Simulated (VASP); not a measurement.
Set up this calculation in VASP 6.6.1, as the native input.

| Item | Value |
| --- | --- |
| Task | single point |
| Functional | PBEsol |
| Potentials or basis | VASP PAW PBE potentials, release 64 (Ge_d) |
| Cutoff | 520 eV |
| k mesh | 6 × 7 × 2 |
| Occupations | fermi-dirac, width 0.05 eV |
| Spin | no spin polarisation |
| Dipole correction | no |
| Further INCAR settings | ALGO = Normal; EDIFF = 1e-07; NBANDS = 66 |

The structure of Ge lies in POSCAR:

```
Ge
1.0
    4.0031158814      0.0400311588      0.0000000000
   -1.9668899402      3.4467844682      0.0000000000
    0.0000000000      0.0000000000     13.1567068600
Ge
8
Direct
    0.3333333333      0.6666666667      0.1559415700
    0.6666666667      0.3333333333      0.8440584300
    0.6666666667      0.3333333333      0.6559415700
    0.3333333333      0.6666666667      0.3440584300
    0.0000000000      0.0000000000      0.0931488400
    0.0000000000      0.0000000000      0.9068511600
    0.0000000000      0.0000000000      0.5931488400
    0.0000000000      0.0000000000      0.4068511600
```

These files were run (other wordings do the same):

INCAR

```
SYSTEM = Ge
PREC     = Accurate       ! precision mode
ENCUT    = 520            ! plane-wave cutoff, eV
EDIFF    = 1E-7           ! SCF threshold, eV
ISMEAR   = -1             ! smearing method
SIGMA    = 0.05           ! smearing width, eV
LREAL    = .FALSE.        ! projectors in reciprocal space
LASPH    = .TRUE.         ! aspherical terms in the spheres
NELM     = 80             ! most SCF steps
ALGO     = Normal         ! electronic algorithm
ISIF     = 2              ! what is computed and relaxed
LWAVE    = .FALSE.        ! write WAVECAR
LCHARG   = .FALSE.        ! write CHGCAR
GGA      = PS             ! functional
NBANDS   = 66             ! bands
```

KPOINTS

```
regular mesh
0
G
  6 7 2
  0 0 0
```

Potentials or basis: VASP PAW PBE potentials, release 64 (Ge_d).

Launch:

```bash
$ cat potpaw_PBE.64/Ge_d/POTCAR > POTCAR
$ mpirun -np 1 vasp_std > vasp.out
```

It gave:

```json
{
  "Pressure": "0.0 GPa",
  "Largest force": "0.144 eV/Å",
  "Band gap on the k mesh": "0.02 eV"
}
```

Caveat: semilocal functionals underestimate gaps, and a narrow one can read as zero; the PAW data sets were made with another functional, which shifts forces and pressure a little.

Wall time 11 min on 1 thread of Intel(R) Xeon(R) Platinum 8488C (Sapphire Rapids) (shared host), peak memory 0.5 GiB.
